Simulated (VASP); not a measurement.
Here is a VASP 6.6.1 calculation.

File INCAR:

```
SYSTEM = W
ALGO = Fast ; EDIFF = 1E-6
ENCUT = 520 ; GGA = PS
ISIF = 2 ; ISMEAR = 0
LASPH = .TRUE. ; LCHARG = .FALSE.
LREAL = .FALSE. ; LWAVE = .FALSE.
NBANDS = 36 ; NELM = 60
PREC = Accurate ; SIGMA = 0.15
```

KPOINTS

```
k-points
0
G
  18 18 5
  0 0 0
```

File POSCAR:

```
W
1.0
   -1.5973000000      1.5973000000     -1.5973000000
   -1.5973000000     -1.5973000000      1.5973000000
    0.0000000000      7.7203898200      5.0580101800
W
4
Direct
   -0.3646125000      0.3646125000      0.8750000000
    0.4479125000      0.5520875000      0.1250000000
   -0.1562625000      0.1562625000      0.3750000000
    0.2395625000      0.7604375000      0.6250000000
```

Potentials or basis: VASP PAW PBE potentials, release 64 (W_sv).

The run is started by

```bash
$ cat potpaw_PBE.64/W_sv/POTCAR > POTCAR
$ mpirun -np 1 vasp_std > vasp.out
```

Task: What does it give for the pressure?

Result: -0.3 GPa.

Task: Predict the band gap on the k mesh.

Result: Zero (bands 28 and 29 overlap by 2.10 eV).

Forces in eV/Å, atoms in the order of the input:
```
W    0.000 -1.907 -4.398
W    0.000  1.907  4.398
W    0.000  0.288  0.306
W    0.000 -0.288 -0.306
```

Caveat: the PAW data sets were made with another functional, which shifts forces and pressure a little; spin-orbit coupling is left out, which moves the levels of the heavy elements.
